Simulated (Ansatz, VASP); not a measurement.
Si4O7: VASP beside Ansatz

```
CELL_PARAMETERS angstrom
0.00000 4.15486 -2.66143
0.00000 -4.15486 -2.66143
-4.15486 0.00000 2.66143
ATOMIC_POSITIONS crystal
Si 0.25000 0.75000 0.50000
Si 0.75000 0.25000 0.50000
Si 0.00000 0.00000 0.00000
Si 0.50000 0.50000 0.00000
O 0.00000 0.30556 0.30556
O 0.55556 0.75000 0.80556
O 0.05556 0.25000 0.80556
O 0.00000 0.69444 0.69444
O 0.47873 0.19444 0.67316
O 0.94444 0.75000 0.19444
O 0.44444 0.25000 0.19444
```

Change from the starting cell: O vacancy; atom 9 moved 0.000 of the way to it and -0.125 Å across, host rigid.

Alike in both runs: task single point; functional LDA; k mesh 6 × 6 × 6; occupations gaussian, width 0.05 eV; no spin polarisation.

|  | VASP | Ansatz |
| --- | --- | --- |
| version | VASP 6.6.1 | Ansatz 0.2.0 |
| potentials or method | VASP PAW LDA potentials, release 64 (Si, O), cutoff 520 eV | scalar-relativistic, plane waves, PAW |
| valence electrons in the cell | 58 | 58 |

VASP gave:

* gap on the k mesh at the Fermi level (eV): 1.90
* least direct gap on the mesh (eV): 2.39
* pressure (GPa): -1.2
* traceless stress, the component that is largest in VASP (GPa): -2.97
* rms of the force components (eV/Å): 0.489

Problem. What did Ansatz give for the same quantities?

Solution. gap on the k mesh at the Fermi level (eV): 1.90; least direct gap on the mesh (eV): 2.40; pressure (GPa): -2.2; traceless stress, the component that is largest in VASP (GPa): -2.85; rms of the force components (eV/Å): 0.476.

Ansatz warns that its potentials were made for another functional, while VASP's fit it. LDA's correlation is that of Perdew and Zunger in VASP and of Perdew and Wang (1992) in Ansatz. Atom by atom the forces differ by 0.021 eV/Å (rms over components).
